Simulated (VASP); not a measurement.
Input of a VASP 6.6.1 run:

The input INCAR:

```
PREC = Accurate ; ENCUT = 600
EDIFF = 1E-7 ; ISMEAR = 0
SIGMA = 0.1 ; LREAL = False
LASPH = True ; NELM = 60
ALGO = Normal ; ISIF = 3
LWAVE = False ; LCHARG = False
GGA = PE ; IBRION = 2
NSW = 90 ; EDIFFG = -0.04
```

The input KPOINTS:

```
regular mesh
0
Gamma
  6 6 6
```

POSCAR

```
Sb
1.0
   -2.5905803800      2.5905803800      3.1773298000
    2.5905803800     -2.5905803800      3.1773298000
    2.5905803800      2.5905803800     -3.1773298000
Sb
3
Direct
    0.7500000000      0.2500000000      0.5000000000
    0.2500000000      0.7500000000      0.5000000000
    0.5000000000      0.5000000000      0.0000000000
```

Potentials or basis: VASP PAW PBE potentials, release 64 (Sb).

Launch:

```console
$ cat potpaw_PBE.64/Sb/POTCAR > POTCAR
$ mpirun -np 1 vasp_std > vasp.out
```

(1) Estimate the space group after relaxing (to 0.05 Å).

(2) What does it give for the relaxed cell?

(3) What does it give for the relaxed volume?

## Answers

(1) I4/mmm (No. 139).

(2) a = 5.045 Å, b = 5.045 Å, c = 5.045 Å, α = 112.72°, β = 112.72°, γ = 103.14°.

(3) 32.65 Å³/atom.
